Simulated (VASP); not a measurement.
CaZn3, 4 atoms in the cell. Symmetry: Pm-3m, No. 221, cubic system. Conventional cell: a = 4.335 Å, b = 4.335 Å, c = 4.335 Å, α = 90.00°, β = 90.00°, γ = 90.00°. Within 4.0 Å of Ca (site symmetry m-3m) lie 12 Zn at 3.07 Å. Zn (site symmetry 4/mmm) has 4 Ca at 3.07 Å and 8 Zn at 3.07 Å within 4.0 Å. 

```yaml
Program: VASP 6.6.1
Task: relaxation of cell and atoms
Functional: LDA
Potentials_or_basis: VASP PAW LDA potentials, release 64 (Ca_sv, Zn)
Cutoff: 600 eV
k_mesh: 5 × 5 × 5
Occupations: methfessel-paxton, width 0.15 eV
Spin: no spin polarisation
Target_pressure: 4 GPa
Dipole_correction: no
Further_INCAR_settings: ALGO = Normal; EDIFF = 1e-06; IBRION = 2; EDIFFG = -0.01; NSW = 100; ISIF = 3
```

Potentials or basis: VASP PAW LDA potentials, release 64 (Ca_sv, Zn).

Launch:

```console
$ cat potpaw_LDA.64/Ca_sv/POTCAR potpaw_LDA.64/Zn/POTCAR > POTCAR
$ mpirun -np 1 vasp_std > vasp.out
```

Hardware: 1 thread of Intel(R) Xeon(R) Platinum 8488C (Sapphire Rapids) (shared host).

Question: Estimate the wall time of this run.

Answer: It took 34 s on 1 thread of Intel(R) Xeon(R) Platinum 8488C (Sapphire Rapids), with other jobs on the host, peak memory 0.19 GiB. Counts: scf iterations 30, k points 10, ion steps 3.
